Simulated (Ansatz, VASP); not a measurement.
One calculation of Fe, two programs

```
CELL_PARAMETERS angstrom
-1.43900 1.38144 1.43900
1.43900 -1.38144 1.43900
1.43900 1.38144 -1.43900
ATOMIC_POSITIONS crystal
Fe 0.00000 0.00000 0.00000
```

Change from the starting cell: strain -0.0400 x Voigt [0, 1, 0, 0, 0, 0], atoms carried along.

Alike in both runs: task single point; functional PBEsol; k mesh 24 × 24 × 24; occupations gaussian, width 0.15 eV; collinear spin.

```csv
,VASP,Ansatz
version,VASP 6.6.1,Ansatz 0.2.0
potentials or method,"VASP PAW PBE potentials, release 64 (Fe), cutoff 520 eV","scalar-relativistic, plane waves, PAW"
valence electrons in the cell,8,16
```

VASP gave:

| Quantity | Value |
| --- | --- |
| gap on the k mesh at the Fermi level (eV) | none |
| pressure (GPa) | -10.7 |
| traceless stress, the component that is largest in VASP (GPa) | 3.60 |
| net moment per atom (μB) | 2.20 |
| size of the moment on the site where the two differ most (μB) | 2.19 |

Task: Which values does Ansatz return?

Result: gap on the k mesh at the Fermi level (eV): none; pressure (GPa): -10.6; traceless stress, the component that is largest in VASP (GPa): 3.62; net moment per atom (μB): 2.19; size of the moment on the site where the two differ most (μB): 2.22.

VASP's potentials were made for PBE, not for PBEsol. Site moments also hang on the region over which each program counts them. A gap of «none» marks a metal or a gap that the smearing closes. VASP's potentials hold 8 valence electrons a cell and Ansatz's 16, so a difference there can come from the potentials and not from the codes.
